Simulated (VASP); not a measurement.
Set up this calculation in VASP 6.6.1, as the native input.

| Item | Value |
| --- | --- |
| Task | single point |
| Functional | PBE |
| Potentials or basis | VASP PAW PBE potentials, release 64 (B, N) |
| Cutoff | 520 eV |
| k mesh | 8 × 8 × 8 |
| Occupations | gaussian, width 0.01 eV |
| Spin | no spin polarisation |
| Dipole correction | no |
| Further INCAR settings | ALGO = Normal; EDIFF = 1e-06; NBANDS = 11 |

The structure of BN lies in POSCAR:

```
BN
1.0
    0.0000000000      1.8344178732      1.8344178732
    1.8344178732      0.0000000000      1.8344178732
    1.8344178732      1.8344178732      0.0000000000
B N
1 1
Direct
    0.0000000000      0.0000000000      0.0000000000
    0.2500000000      0.2500000000      0.2500000000
```

This cell differs from its parent crystal: volume changed by +5%.

One way to write it, as run:

INCAR

```
PREC     = Accurate       # precision mode
ENCUT    = 520            # plane-wave cutoff, eV
EDIFF    = 1E-6           # SCF threshold, eV
ISMEAR   = 0              # smearing method
SIGMA    = 0.01           # smearing width, eV
LREAL    = F              # projectors in reciprocal space
LASPH    = T              # aspherical terms in the spheres
NELM     = 100            # most SCF steps
ALGO     = Normal         # electronic algorithm
ISIF     = 2              # what is computed and relaxed
LWAVE    = F              # write WAVECAR
LCHARG   = F              # write CHGCAR
GGA      = PE             # functional
NBANDS   = 11             # bands
```

KPOINTS

```
regular mesh
0
Gamma
  8 8 8
```

Potentials or basis: VASP PAW PBE potentials, release 64 (B, N).

Run with:

```sh
$ cat potpaw_PBE.64/B/POTCAR potpaw_PBE.64/N/POTCAR > POTCAR
$ mpirun -np 1 vasp_std > vasp.out
```

It gave:

| Quantity | Value |
| --- | --- |
| Pressure | -12.5 GPa |
| Band gap on the k mesh | 4.41 eV, indirect (least direct gap 8.61 eV) |

Run time: 4.9 s on 1 thread of AMD EPYC 7R43 64-Core Processor (Zen 3) (shared host), peak memory 0.08 GiB.
